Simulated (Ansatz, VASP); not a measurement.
## One calculation of Ru, two programs

INCAR

```
PREC = Accurate
ENCUT = 520
EDIFF = 1E-8
ISMEAR = -1
SIGMA = 0.03
LREAL = F
LASPH = T
NELM = 60
ALGO = Normal
ISIF = 2
LWAVE = F
LCHARG = F
GGA = PS
LEFG = T
NBANDS = 21
```

File KPOINTS:

```
Automatic mesh
0
Gamma
  14 14 8
```

The input POSCAR:

```
Ru
1.0
    2.7147887668      0.0000000000      0.0000000000
   -1.3573943834      2.3510760380      0.0000000000
    0.0000000000      0.0000000000      4.2961256859
Ru
2
Direct
    0.3333333333      0.6666666667      0.2500000000
    0.6666666667      0.3333333333      0.7500000000
```

Input for Ansatz:

```yaml
crystal:
  lattice:
    - [2.7147887668, 0.0, 0.0]
    - [-1.3573943834, 2.351076038, 0.0]
    - [0.0, 0.0, 4.2961256859]
  atoms:
    - { symbol: Ru, position: [0.3333333333, 0.6666666667, 0.25] }
    - { symbol: Ru, position: [0.6666666667, 0.3333333333, 0.75] }
kpoints:
  mp_grid: { grid: [14, 14, 8] }
scf:
  occupations: { method: fermi_dirac, width: 0.03 }
hamiltonian:
  xc: pbesol
  pseudopotentials: { kind: paw }
output:
  forces: true
  stress: true
  eigenvalues: true
  efg: { contact_densities: true }
```

Change from the starting cell: volume scaled by 1.01, PAW files.

Alike in both runs: task electric field gradients; functional PBEsol; k mesh 14 × 14 × 8; occupations fermi-dirac, width 0.03 eV; no spin polarisation.

|  | VASP | Ansatz |
| --- | --- | --- |
| version | VASP 6.6.1 | Ansatz 0.2.0 |
| potentials or method | VASP PAW PBE potentials, release 64 (Ru_pv) | PAW with Ansatz's default frozen-core files, scalar-relativistic |
| plane-wave cutoff (eV) | 520 | 420 |
| valence electrons in the cell | 28 | 32 |

```tsv
	VASP	Ansatz	Ansatz less VASP
pressure (GPa)	-9.4	-9.3	+0.10
traceless stress, the component that is largest in VASP (GPa)	-1.46	-1.48	-0.015
size of Vzz on the site where it differs most (V/Å²)	13.1	9.1	-3.91
```

VASP's potentials were made for PBE, not for PBEsol. VASP's potentials hold 28 valence electrons a cell and Ansatz's 32, so a difference there can come from the potentials and not from the codes.
